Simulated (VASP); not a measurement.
# Tb3YPb (P3m1) in VASP: single point with PBE

Aim: the single point of Tb3YPb with PBE.

All numbers are computed with VASP 6.6.1; they aren't measurements. Logs are shortened: lines on timing, memory, paths and dates and some standing lists are left out, and cuts for length are marked.

## 1. The cell of the first run

Symmetry: P3m1, No. 156, trigonal system. Conventional cell: a = 5.354 Å, b = 5.354 Å, c = 6.567 Å, α = 90.00°, β = 90.00°, γ = 120.00°. Within 4.1 Å of Tb (site symmetry 3m) lie 3 Y at 3.10 Å and 3 Pb at 3.42 Å and 3 Tb at 3.59 Å. Within 4.3 Å of Tb (site symmetry 3m) lie 2 Y at 3.16 to 3.41 Å and 3 Pb at 3.43 Å and 6 Tb at 3.57 to 4.27 Å. Tb (site symmetry 3m) has 2 Pb at 3.27 to 3.30 Å and 3 Y at 3.49 Å and 6 Tb at 3.57 to 3.59 Å within 4.3 Å. Within 4.1 Å of Y (site symmetry 3m) lie 8 Tb at 3.10 to 3.49 Å and 3 Pb at 3.51 Å. Within 4.3 Å of Pb (site symmetry 3m) lie 8 Tb at 3.27 to 3.43 Å and 3 Y at 3.51 Å.

## 2. Single point, PBE

The input, POSCAR:

```
Tb3YPb
1.0
    5.3541277078      0.0000000000      0.0000000000
   -2.6770638539      4.6368106101      0.0000000000
    0.0000000000      0.0000000000      6.5673031296
Tb Y Pb
3 1 1
Direct
    0.0000000000      0.0000000000      0.9276949713
    0.3333333333      0.6666666667      0.3767467287
    0.6666666667      0.3333333333      0.6487581651
    0.3333333333      0.6666666667      0.8961802532
    0.6666666667      0.3333333333      0.1506198816
```

The input, INCAR.step1:

```
SYSTEM = Tb3YPb
PREC     = Accurate       ! precision mode
ENCUT    = 400            ! plane-wave cutoff, eV
EDIFF    = 1E-6           ! SCF threshold, eV
ISMEAR   = 0              ! smearing method
SIGMA    = 0.1            ! smearing width, eV
LREAL    = .False.        ! projectors in reciprocal space
LASPH    = .True.         ! aspherical terms in the spheres
NELM     = 200            ! most SCF steps
ALGO     = Normal         ! electronic algorithm
ISIF     = 2              ! what is computed and relaxed
LWAVE    = .False.        ! write WAVECAR
LCHARG   = .True.         ! write CHGCAR
LMAXMIX  = 6              ! l up to which the mixer works
GGA      = PE             ! functional
NBANDS   = 34             ! bands
GGA_COMPAT= .False.      
NEDOS    = 2001           ! points of the DOS
LORBIT   = 11             ! projections on sites
```

The input, KPOINTS.step1:

```
Automatic mesh
0
Gamma
  6 6 6
  0 0 0
```

The input, INCAR.step2:

```
SYSTEM = Tb3YPb
PREC     = Accurate       ! precision mode
ENCUT    = 400            ! plane-wave cutoff, eV
EDIFF    = 1E-6           ! SCF threshold, eV
ISMEAR   = -5             ! smearing method
SIGMA    = 0.1            ! smearing width, eV
LREAL    = .False.        ! projectors in reciprocal space
LASPH    = .True.         ! aspherical terms in the spheres
NELM     = 200            ! most SCF steps
ALGO     = Normal         ! electronic algorithm
ISIF     = 2              ! what is computed and relaxed
LWAVE    = .False.        ! write WAVECAR
LCHARG   = .False.        ! write CHGCAR
LMAXMIX  = 6              ! l up to which the mixer works
GGA      = PE             ! functional
LORBIT   = 11             ! projections on sites
NEDOS    = 1001           ! points of the DOS
ICHARG   = 11             ! starting density
GGA_COMPAT= .False.
```

The input, KPOINTS.step2:

```
Automatic mesh
0
Gamma
  9 9 9
  0 0 0
```

Potentials or basis: VASP PAW PBE potentials, release 64 (Tb_3, Y_sv, Pb_d), 4f in core.

Run with:

```bash
> cat potpaw_PBE.64/Tb_3/POTCAR potpaw_PBE.64/Y_sv/POTCAR potpaw_PBE.64/Pb_d/POTCAR > POTCAR
> cp INCAR.step1 INCAR
> cp KPOINTS.step1 KPOINTS
> mpirun -np 1 vasp_std > vasp.out
> cp INCAR.step2 INCAR
> cp KPOINTS.step2 KPOINTS
> mpirun -np 1 vasp_std > vasp.out
```

OUTCAR:

```text
SYSTEM = Tb3YPb
   PREC = Accurate
   ENCUT = 400
   EDIFF = 1E-6
   ISMEAR = -5
   LREAL = .False.
   LASPH = .True.
   NELM = 200
   ISIF = 2
   GGA = PE
   LORBIT = 11
   ICHARG = 11

 ion  position               nearest neighbor table
   1  0.000  0.000  0.928-   4 3.10   4 3.10   4 3.10   5 3.42   5 3.42   5 3.42   3 3.59   3 3.59
                             3 3.59
   2  0.333  0.667  0.377-   4 3.16   4 3.41   5 3.43   5 3.43   5 3.43   3 3.57   3 3.57   3 3.57

   3  0.667  0.333  0.649-   5 3.27   5 3.30   4 3.49   4 3.49   4 3.49   2 3.57   2 3.57   2 3.57
                             1 3.59   1 3.59   1 3.59
   4  0.333  0.667  0.896-   1 3.10   1 3.10   1 3.10   2 3.16   2 3.41   3 3.49   3 3.49   3 3.49
                             5 3.51   5 3.51   5 3.51
   5  0.667  0.333  0.151-   3 3.27   3 3.30   1 3.42   1 3.42   1 3.42   2 3.43   2 3.43   2 3.43
                             4 3.51   4 3.51   4 3.51

  LATTYP: Found a hexagonal cell.
 ALAT       =     5.3541277078
 C/A-ratio  =     1.2265869415

  Lattice vectors:

 A1 = (   5.3541277078,   0.0000000000,   0.0000000000)
 A2 = (  -2.6770638539,   4.6368106101,   0.0000000000)
 A3 = (   0.0000000000,   0.0000000000,   6.5673031296)

Analysis of symmetry for initial positions (statically):
=====================================================================
 Subroutine PRICEL returns:
 Original cell was already a primitive cell.

 Routine SETGRP: Setting up the symmetry group for a
 hexagonal supercell.

 Subroutine GETGRP returns: Found  6 space group operations
 (whereof  6 operations were pure point group operations)
 out of a pool of 24 trial point group operations.

The static configuration has the point symmetry C_3v.

Analysis of symmetry for dynamics (positions and initial velocities):
=====================================================================
 Subroutine PRICEL returns:
 Original cell was already a primitive cell.

 Routine SETGRP: Setting up the symmetry group for a
 hexagonal supercell.

 Subroutine GETGRP returns: Found  6 space group operations
 (whereof  6 operations were pure point group operations)
 out of a pool of 24 trial point group operations.

The dynamic configuration has the point symmetry C_3v.

 Subroutine INISYM returns: Found  6 space group operations
 (whereof  6 operations are pure point group operations),
 and found     1 'primitive' translations

----------------------------------------------------------------------------------------

                                     Primitive cell

  volume of cell :     163.0404

  direct lattice vectors                    reciprocal lattice vectors
     5.354127708  0.000000000  0.000000000     0.186771787  0.107832742  0.000000000
    -2.677063854  4.636810610  0.000000000     0.000000000  0.215665483  0.000000000
     0.000000000  0.000000000  6.567303130     0.000000000  0.000000000  0.152269505

  length of vectors
     5.354127708  5.354127708  6.567303130     0.215665483  0.215665483  0.152269505

  position of ions in fractional coordinates (direct lattice)
     0.000000000  0.000000000  0.927694971
     0.333333333  0.666666667  0.376746729
     0.666666667  0.333333333  0.648758165
     0.333333333  0.666666667  0.896180253
     0.666666667  0.333333333  0.150619882

  ion indices of the primitive-cell ions
   primitive index   ion index
                 1           1
                 2           2
                 3           3
                 4           4
                 5           5

----------------------------------------------------------------------------------------

 KPOINTS: Automatic mesh

Automatic generation of k-mesh.
 Grid dimensions read from file:
 generate k-points for:    9    9    9

 Generating k-lattice:

  Cartesian coordinates                     Fractional coordinates (reciprocal lattice)
     0.020752421  0.011981416  0.000000000     0.111111111 -0.000000000  0.000000000
     0.000000000  0.023962831  0.000000000     0.000000000  0.111111111  0.000000000
     0.000000000  0.000000000  0.016918834     0.000000000  0.000000000  0.111111111

  Length of vectors
     0.023962831  0.023962831  0.016918834

  Shift w.r.t. Gamma in fractional coordinates (k-lattice)
     0.000000000  0.000000000  0.000000000

 TETIRR: Found   1023 inequivalent tetrahedra from     4374

 Subroutine IBZKPT returns following result:
 ===========================================

 Found     88 irreducible k-points:

 Following reciprocal coordinates:
            Coordinates               Weight
  0.000000  0.000000  0.000000      1.000000
  0.111111  0.000000  0.000000      6.000000
  0.222222 -0.000000  0.000000      6.000000
  0.333333  0.000000  0.000000      6.000000
  0.444444 -0.000000  0.000000      6.000000
  0.111111  0.111111  0.000000      6.000000
[... 16 lines left out ...]
  0.222222  0.111111  0.111111     12.000000
 -0.111111  0.333333  0.111111     12.000000
 [... further k-points ...]
   k-points           NKPTS =     88   k-points in BZ     NKDIM =     88   number of bands    NBANDS=     31
   number of dos      NEDOS =   1001   number of ions     NIONS =      5
   total plane-waves  NPLWV =  62208
   dimension x,y,z NGX =    36 NGY =   36 NGZ =   48
   dimension x,y,z NGXF=    72 NGYF=   72 NGZF=   96
   ions per type =               3   1   1
   NGX,Y,Z   is equivalent  to a cutoff of  11.18, 11.18, 12.15 a.u.
   NGXF,Y,Z  is equivalent  to a cutoff of  22.36, 22.36, 24.30 a.u.
 SYSTEM =  Tb3YPb
   PREC   = accura    normal or accurate (medium, high low for compatibility)
   ISTART =      0    job   : 0-new  1-cont  2-samecut
   ICHARG =     11    charge: 1-file 2-atom 10-const
   ISPIN  =      1    spin polarized calculation?
   LNONCOLLINEAR =      F non collinear calculations
   LSORBIT =      F    spin-orbit coupling
   LASPH  =      T    aspherical Exc in radial PAW
   ENCUT  =  400.0 eV  29.40 Ry    5.42 a.u.   8.73  8.73 10.71*2*pi/ulx,y,z
   NELM   =    200;   NELMIN=  2; NELMDL=  0     # of ELM steps
   EDIFF  = 0.1E-05   stopping-criterion for ELM
   LREAL  =      F    real-space projection
   EDIFFG = 0.1E-04   stopping-criterion for IOM
   NSW    =      0    number of steps for IOM
   IBRION =     -1    ionic relax: 0-MD 1-quasi-New 2-CG
   NFREE  =      0    steps in history (QN), initial steepest desc. (CG)
   ISIF   =      2    stress and relaxation
   ISYM   =      2    0-nonsym 1-usesym 2-fastsym
   POTIM  = 0.5000    time-step for ionic-motion
   TEBEG  =    0.0;   TEEND  =   0.0 temperature during run
   PSTRESS=    0.0 pullay stress
   NELECT =      52.0000    total number of electrons
   NUPDOWN=      -1.0000    fix difference up-down
   EMIN   =  10.00;   EMAX   =-10.00  energy-range for DOS
   EFERMI =   0.00;   METHOD = LEGACY
   ISMEAR =    -5;   SIGMA  =   0.10  broadening in eV -4-tet -1-fermi 0-gaus
   EFERMI_NEDOS =   21; number of points for ismear=-14 and -15
   IALGO  =     38    algorithm
   IMIX   =      4    mixing-type and parameters
     AMIX     =   0.40;   BMIX     =  1.00
     AMIX_MAG =   1.60;   BMIX_MAG =  1.00
  volume/ion in A,a.u.               =      32.61       220.05
  Fermi-wavevector in a.u.,A,eV,Ry     =   1.118521  2.113699 17.022109  1.251090
  Thomas-Fermi vector in A             =   2.255153
   LORBIT       =     11    0 simple, 1 ext, 2 COOP (PROOUT), +10 PAW based schemes
   GGA     = PE    functional components
   LHFCALC =     F    Hartree Fock is set to
   AEXX    =    0.0000 exact exchange contribution
   IVDW    =     0    specifies the selected vdW correction
   LEPSILON=     F    determine dielectric tensor
   LRPA    =     F    only Hartree local field effects (RPA)
 non-spin polarized calculation
 Fermi weights with tetrahedron method with Bloechl corrections
  energy-cutoff  :      400.00
  volume of cell :      163.04
 maximum number of plane-waves:      3015
 NGX is ok and might be reduce to    36

 number of electron      52.0000005 magnetization

 Free energy of the ion-electron system (eV)
  ---------------------------------------------------
  ext. energy  EPLUGINS =         0.00000000
  ---------------------------------------------------
  free energy    TOTEN  =       -23.33414356 eV

  energy without entropy =      -23.33414356  energy(sigma->0) =      -23.33414356

 E-fermi :   3.7260     XC(G=0):  -9.6015

 val. band max:        3.7665412010   @ k =   0.3333   0.3333   0.0000
 cond. band min:       3.7253966215   @ k =   0.3333   0.1111   0.1111
 fundamental gap:     -0.0411445794
 Fermi energy:         3.7260049021

 k-point     1 :       0.0000    0.0000    0.0000
  band No.  band energies     occupation
      1     -38.5935      2.00000
      2     -19.6427      2.00000
      3     -19.5715      2.00000
      4     -19.5715      2.00000
      5     -19.2668      2.00000
      6     -19.2667      2.00000
[... 23 lines left out ...]
     30       4.7719      0.00000
     31       5.5562      0.00000

 k-point     2 :       0.1111    0.0000    0.0000
  band No.  band energies     occupation
      1     -38.5936      2.00000
      2     -19.6447      2.00000
      3     -19.5733      2.00000
      4     -19.5728      2.00000
      5     -19.2814      2.00000
      6     -19.2604      2.00000
[... 23 lines left out ...]
     30       4.7162      0.00000
     31       5.6997      0.00000

 k-point     3 :       0.2222   -0.0000    0.0000
  band No.  band energies     occupation
      1     -38.5938      2.00000
      2     -19.6493      2.00000
      3     -19.5781      2.00000
      4     -19.5750      2.00000
      5     -19.3134      2.00000
      6     -19.2434      2.00000
[... 23 lines left out ...]
     30       4.6621      0.00000
     31       5.7968      0.00000

 k-point     4 :       0.3333    0.0000    0.0000
  band No.  band energies     occupation
      1     -38.5941      2.00000
      2     -19.6535      2.00000
      3     -19.5841      2.00000
      4     -19.5766      2.00000
      5     -19.3436      2.00000
      6     -19.2195      2.00000
[... 635 lines left out ...]
     30       4.6086      0.00000
     31       5.8147      0.00000

 k-point    23 :       0.2222    0.1111    0.1111
  band No.  band energies     occupation
      1     -38.5941      2.00000
      2     -19.6407      2.00000
      3     -19.5803      2.00000
      4     -19.5762      2.00000
      5     -19.3422      2.00000
      6     -19.2172      2.00000
[... 23 lines left out ...]
     30       4.5501      0.00000
     31       5.5170      0.00000

 k-point    24 :      -0.1111    0.3333    0.1111
  band No.  band energies     occupation
      1     -38.5941      2.00000
      2     -19.6399      2.00000
      3     -19.5793      2.00000
      4     -19.5755      2.00000
      5     -19.3444      2.00000
      6     -19.2203      2.00000
[... 23 lines left out ...]
     30       4.6665      0.00000
     31       5.5213      0.00000

 [... further k-points ...]

------------------------ aborting loop because EDIFF is reached ----------------------------------------

  FORCE on cell =-STRESS in cart. coord.  units (eV):
  Direction    XX          YY          ZZ          XY          YZ          ZX
  --------------------------------------------------------------------------------------
  -------------------------------------------------------------------------------------
  Total        0.0408862      0.0408862      0.1541616      0.0000000      0.0000000      0.0000000
  in kB        0.4017838      0.4017838      1.5149272      0.0000000      0.0000000      0.0000000
  external PRESSURE =       0.7728316 kB  Pullay stress =       0.0000000 kB

 VOLUME and BASIS-vectors are now :
 -----------------------------------------------------------------------------
  energy-cutoff  :      400.00
  volume of cell :      163.04
      direct lattice vectors                 reciprocal lattice vectors
     5.354127708  0.000000000  0.000000000     0.186771787  0.107832742  0.000000000
    -2.677063854  4.636810610  0.000000000     0.000000000  0.215665483  0.000000000
     0.000000000  0.000000000  6.567303130     0.000000000  0.000000000  0.152269505

 POSITION                                       TOTAL-FORCE (eV/Angst)
 -----------------------------------------------------------------------------------
      0.00000      0.00000      6.09245         0.000000     -0.000000      0.018517
     -0.00000      3.09121      2.47421         0.000000     -0.000000     -0.032425
      2.67706      1.54560      4.26059         0.000000      0.000000     -0.006794
     -0.00000      3.09121      5.88549         0.000000     -0.000000      0.045549
      2.67706      1.54560      0.98917        -0.000000      0.000000     -0.024848
 -----------------------------------------------------------------------------------
    total drift:                               -0.002400      0.001386      0.004247

  FREE ENERGIE OF THE ION-ELECTRON SYSTEM (eV)
  ---------------------------------------------------
  free  energy   TOTEN  =       -23.3341435562 eV

  energy  without entropy=      -23.3341435562  energy(sigma->0) =      -23.33414356

 total charge

# of ion       s       p       d       f       tot
--------------------------------------------------
    1        0.364   6.258   1.239   0.000   7.861
    2        0.345   6.239   1.014   0.000   7.598
    3        0.366   6.327   1.092   0.000   7.785
    4        2.308   6.209   1.193   0.015   9.725
    5        1.234   1.085   9.789   0.000  12.108
--------------------------------------------------
tot          4.618  26.117  14.326   0.015  45.076
```

Run time: 4.3 min. Hardware: 1 thread of Intel Xeon Platinum 8488C (Sapphire Rapids), shared host; peak memory 0.47 GiB.

What came out:

```
Valence electrons inside the program's atomic spheres : Tb 7.86, 7.60, 7.79; Y 9.72; Pb 12.11
```

Caveat: spin-orbit coupling is left out, which moves the levels of the heavy elements; the 4f electrons are frozen in the core, so they carry no moment and show no levels. Spin polarisation is off, so any magnetic state and its effect on volume and gap are missing.
